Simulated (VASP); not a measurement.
# Mg3Ge2 in VASP: a series of runs, part 2 of 2

VASP 6.6.1. Earlier steps stand in the parts before.

### 5 Single point, PBE, collinear spin, ferromagnetic start

INCAR reads:

```
SYSTEM = Mg3Ge2
  PREC = Accurate
  ENCUT = 520
  EDIFF = 1E-6
  ISMEAR = 0
  SIGMA = 0.2846
  LREAL = .FALSE.
  LASPH = .TRUE.
  NELM = 150
  ALGO = Normal
  ISIF = 2
  LWAVE = .FALSE.
  LCHARG = .FALSE.
  ISPIN = 2
  MAGMOM = 3 1 3 3 3
  LORBIT = 11
  GGA = PE
  NBANDS = 29
```

KPOINTS reads:

```
Automatic mesh
0
G
  5 5 3
  0 0 0
```

POSCAR reads:

```
Mg3Ge2
1.0
    2.1009340000      3.6389200000      0.0000000000
   -2.1009340000      3.6389200000      0.0000000000
    0.0000000000      0.0000000000      6.6423140000
Mg Ge
3 2
Direct
    0.0000000000      0.0000000000      0.0000000000
    0.3333000000      0.3334000000      0.6300000000
    0.6667000000      0.6666000000      0.3700000000
    0.3333000000      0.3334000000      0.2350000000
    0.6667000000      0.6666000000      0.7650000000
```

Potentials or basis: VASP PAW PBE potentials, release 64 (Mg, Ge_d).

Started as:

```sh
$ cat potpaw_PBE.64/Mg/POTCAR potpaw_PBE.64/Ge_d/POTCAR > POTCAR
$ mpirun -np 1 vasp_std > vasp.out
```

OUTCAR:

```text
SYSTEM = Mg3Ge2
   PREC = Accurate
   ENCUT = 520
   EDIFF = 1E-6
   ISMEAR = 0
   LREAL = .FALSE.
   LASPH = .TRUE.
   NELM = 150
   ISIF = 2
   ISPIN = 2
   LORBIT = 11
   GGA = PE

 ion  position               nearest neighbor table
   1  0.000  0.000  0.000-   5 2.88   4 2.88   5 2.88   4 2.88   5 2.88   4 2.88   3 3.45   2 3.45
                             3 3.45   2 3.45   2 3.45   3 3.45
   2  0.333  0.333  0.630-   5 2.59   5 2.59   5 2.59   4 2.62   3 2.98   3 2.98   3 2.98   1 3.45
                             1 3.45   1 3.45
   3  0.667  0.667  0.370-   4 2.59   4 2.59   4 2.59   5 2.62   2 2.98   2 2.98   2 2.98   1 3.45
                             1 3.45   1 3.45
   4  0.333  0.333  0.235-   3 2.59   3 2.59   3 2.59   2 2.62   1 2.88   1 2.88   1 2.88
   5  0.667  0.667  0.765-   2 2.59   2 2.59   2 2.59   3 2.62   1 2.88   1 2.88   1 2.88

  LATTYP: Found a hexagonal cell.
 ALAT       =     4.2018641623
 C/A-ratio  =     1.5808016974

  Lattice vectors:

 A1 = (   2.1009340000,  -3.6389200000,   0.0000000000)
 A2 = (   2.1009340000,   3.6389200000,   0.0000000000)
 A3 = (   0.0000000000,   0.0000000000,   6.6423140000)

Analysis of symmetry for initial positions (statically):
=====================================================================
 Subroutine PRICEL returns:
 Original cell was already a primitive cell.

 Routine SETGRP: Setting up the symmetry group for a
 hexagonal supercell.

 Subroutine GETGRP returns: Found  4 space group operations
 (whereof  4 operations were pure point group operations)
 out of a pool of 24 trial point group operations.

The static configuration has the point symmetry C_2h.

Analysis of symmetry for dynamics (positions and initial velocities):
=====================================================================
 Subroutine PRICEL returns:
 Original cell was already a primitive cell.

 Routine SETGRP: Setting up the symmetry group for a
 hexagonal supercell.

 Subroutine GETGRP returns: Found  4 space group operations
 (whereof  4 operations were pure point group operations)
 out of a pool of 24 trial point group operations.

The dynamic configuration has the point symmetry C_2h.

Analysis of structural, dynamic, and magnetic symmetry:
=====================================================================
 Subroutine PRICEL returns:
 Original cell was already a primitive cell.

 Routine SETGRP: Setting up the symmetry group for a
 hexagonal supercell.

 Subroutine GETGRP returns: Found  2 space group operations
 (whereof  2 operations were pure point group operations)
 out of a pool of 24 trial point group operations.

The overall configuration has the point symmetry C_1h.

 Subroutine INISYM returns: Found  2 space group operations
 (whereof  2 operations are pure point group operations),
 and found     1 'primitive' translations

----------------------------------------------------------------------------------------

                                     Primitive cell

[... 93 lines left out ...]
   ENCUT  =  520.0 eV  38.22 Ry    6.18 a.u.   7.81  7.81 12.35*2*pi/ulx,y,z
   NELM   =    150;   NELMIN=  2; NELMDL= -5     # of ELM steps
   EDIFF  = 0.1E-05   stopping-criterion for ELM
   LREAL  =      F    real-space projection
   EDIFFG = 0.1E-04   stopping-criterion for IOM
   NSW    =      0    number of steps for IOM
   IBRION =     -1    ionic relax: 0-MD 1-quasi-New 2-CG
   NFREE  =      0    steps in history (QN), initial steepest desc. (CG)
   ISIF   =      2    stress and relaxation
   ISYM   =      2    0-nonsym 1-usesym 2-fastsym
   POTIM  = 0.5000    time-step for ionic-motion
   TEBEG  =    0.0;   TEEND  =   0.0 temperature during run
   PSTRESS=    0.0 pullay stress
   NELECT =      34.0000    total number of electrons
   NUPDOWN=      -1.0000    fix difference up-down
   EMIN   =  10.00;   EMAX   =-10.00  energy-range for DOS
   EFERMI =   0.00;   METHOD = LEGACY
   ISMEAR =     0;   SIGMA  =   0.28  broadening in eV -4-tet -1-fermi 0-gaus
   EFERMI_NEDOS =   21; number of points for ismear=-14 and -15
   IALGO  =     38    algorithm
   IMIX   =      4    mixing-type and parameters
     AMIX     =   0.40;   BMIX     =  1.00
     AMIX_MAG =   1.60;   BMIX_MAG =  1.00
  volume/ion in A,a.u.               =      20.31       137.08
  Fermi-wavevector in a.u.,A,eV,Ry     =   1.136727  2.148103 17.580760  1.292149
  Thomas-Fermi vector in A             =   2.273433
   LORBIT       =     11    0 simple, 1 ext, 2 COOP (PROOUT), +10 PAW based schemes
   GGA     = PE    functional components
   LHFCALC =     F    Hartree Fock is set to
   AEXX    =    0.0000 exact exchange contribution
   IVDW    =     0    specifies the selected vdW correction
   LEPSILON=     F    determine dielectric tensor
   LRPA    =     F    only Hartree local field effects (RPA)
 spin polarized calculation
 Gauss-broadening in eV      SIGMA  =   0.28
  energy-cutoff  :      520.00
  volume of cell :      101.56
 maximum number of plane-waves:      2755
   NGX = 15   NGY = 15   NGZ = 25

 number of electron      34.0000006 magnetization      -0.0024798

 number of electron      34.0000006 magnetization       0.0002935

 Free energy of the ion-electron system (eV)
  ---------------------------------------------------
  ext. energy  EPLUGINS =         0.00000000
  ---------------------------------------------------
  free energy    TOTEN  =       -13.50106346 eV

  energy without entropy =      -13.38004048  energy(sigma->0) =      -13.44055197

 E-fermi :   3.7101     XC(G=0):  -9.5250

 val. band max:        3.7028517170   @ k =   0.2000   0.2000   0.3333
 cond. band min:       3.7276855402   @ k =   0.4000  -0.0000   0.3333
 fundamental gap:      0.0248338232
 Fermi energy:         3.7100766533

 spin component 1

 k-point     1 :       0.0000    0.0000    0.0000
  band No.  band energies     occupation
      1     -20.0565      1.00000
      2     -20.0559      1.00000
      3     -20.0535      1.00000
      4     -20.0534      1.00000
      5     -20.0518      1.00000
      6     -20.0518      1.00000
[... 757 lines left out ...]
     28      13.1605      0.00000
     29      13.4013      0.00000
 Fermi energy:         3.7100766533

 spin component 2

 k-point     1 :       0.0000    0.0000    0.0000
  band No.  band energies     occupation
      1     -20.0566      1.00000
      2     -20.0561      1.00000
      3     -20.0536      1.00000
      4     -20.0536      1.00000
      5     -20.0519      1.00000
      6     -20.0519      1.00000
[... 757 lines left out ...]
     28      13.1605      0.00000
     29      13.4013      0.00000

------------------------ aborting loop because EDIFF is reached ----------------------------------------

  FORCE on cell =-STRESS in cart. coord.  units (eV):
  Direction    XX          YY          ZZ          XY          YZ          ZX
  --------------------------------------------------------------------------------------
  -------------------------------------------------------------------------------------
  Total        4.5819088      4.5888935      3.1724261      0.0060586      0.0013451     -0.0023298
  in kB       72.2807591     72.3909449     50.0458170      0.0955762      0.0212200     -0.0367538
  external PRESSURE =      64.9058403 kB  Pullay stress =       0.0000000 kB

 VOLUME and BASIS-vectors are now :
 -----------------------------------------------------------------------------
  energy-cutoff  :      520.00
  volume of cell :      101.56
      direct lattice vectors                 reciprocal lattice vectors
     2.100934000  3.638920000  0.000000000     0.237989389  0.137403405  0.000000000
    -2.100934000  3.638920000  0.000000000    -0.237989389  0.137403405  0.000000000
     0.000000000  0.000000000  6.642314000     0.000000000  0.000000000  0.150549944

 POSITION                                       TOTAL-FORCE (eV/Angst)
 -----------------------------------------------------------------------------------
      0.00000      0.00000      0.00000        -0.000000      0.000000     -0.000184
     -0.00021      2.42607      4.18466         0.002505     -0.001446      0.537479
      0.00021      4.85177      2.45766        -0.002506      0.001447     -0.537158
     -0.00021      2.42607      1.56094         0.002316     -0.001337     -1.037623
      0.00021      4.85177      5.08137        -0.002315      0.001337      1.037486
 -----------------------------------------------------------------------------------
    total drift:                                0.000002     -0.000001      0.000014

  FREE ENERGIE OF THE ION-ELECTRON SYSTEM (eV)
  ---------------------------------------------------
  free  energy   TOTEN  =       -13.5010634615 eV

  energy  without entropy=      -13.3800404827  energy(sigma->0) =      -13.44055197

 total charge

# of ion       s       p       d       tot
------------------------------------------
    1        0.167   0.123   0.021   0.311
    2        0.212   0.169   0.030   0.410
    3        0.212   0.169   0.030   0.410
    4        1.179   1.272   9.972  12.423
    5        1.179   1.272   9.972  12.423
--------------------------------------------------
tot          2.947   3.004  20.025  25.977

 magnetization (x)

# of ion       s       p       d       tot
------------------------------------------
    1       -0.000   0.000   0.000   0.000
    2        0.000   0.000   0.000   0.000
    3        0.000   0.000   0.000   0.000
    4       -0.000   0.000  -0.000   0.000
    5       -0.000   0.000  -0.000   0.000
--------------------------------------------------
tot         -0.000   0.000   0.000   0.000
```

Wall time 59 s (1 thread of Intel Xeon 6975P-C (Granite Rapids), shared host); peak memory 0.31 GiB.

Results:

| Quantity | Value |
| --- | --- |
| Free energy | -13.5011 eV |
| Pressure | 6.5 GPa |
| Largest force | 1.038 eV/Å |
| Band gap on the k mesh | zero (filled and empty bands overlap) |
| Net moment | 0.00 μB per cell |
| Valence electrons inside the program's atomic spheres | Mg 0.31, 0.41; Ge 12.42 |

Forces in eV/Å, atoms in the order of the input:
```
Mg   0.000  0.000  0.000
Mg   0.003 -0.001  0.537
Mg  -0.003  0.001 -0.537
Ge   0.002 -0.001 -1.038
Ge  -0.002  0.001  1.037
```

Caveat: forces of over 1 eV/Å act on the atoms, so gaps and moduli don't describe the material at rest.

### 6 Overview

| level | spin | k mesh | gap on the mesh (eV) | pressure (GPa) | largest force (eV/Å) |
| --- | --- | --- | --- | --- | --- |
| PBE | off | 5 × 5 × 3 | none | 6.5 | 1.04 |
| PBE+D4 | off | 5 × 5 × 3 | none | 4.6 | 1.03 |
| PBE | off | 5 × 5 × 3, shifted | none | 6.6 | 1.08 |
| PBE | collinear, ferromagnetic start | 5 × 5 × 3 | none | 6.5 | 1.04 |

Alike in all rows: task single point; potentials or basis VASP PAW PBE potentials, release 64 (Mg, Ge_d); cell as given; cutoff (eV) 520; smearing gaussian 0.2846 eV.

Every run on the cell as given and a fine mesh finds a metal. The pressure there spans 4.6 GPa (PBE+D4) to 6.6 GPa (PBE); a positive pressure means that this level wants a larger cell, a negative one a smaller.

Caveats: forces of over 1 eV/Å act on the atoms, so gaps and moduli don't describe the material at rest; pairwise dispersion overbinds metals, which lowers pressure and volume (some runs).

Total energies depend on the potentials used, so only differences within one code and one set of settings carry meaning.
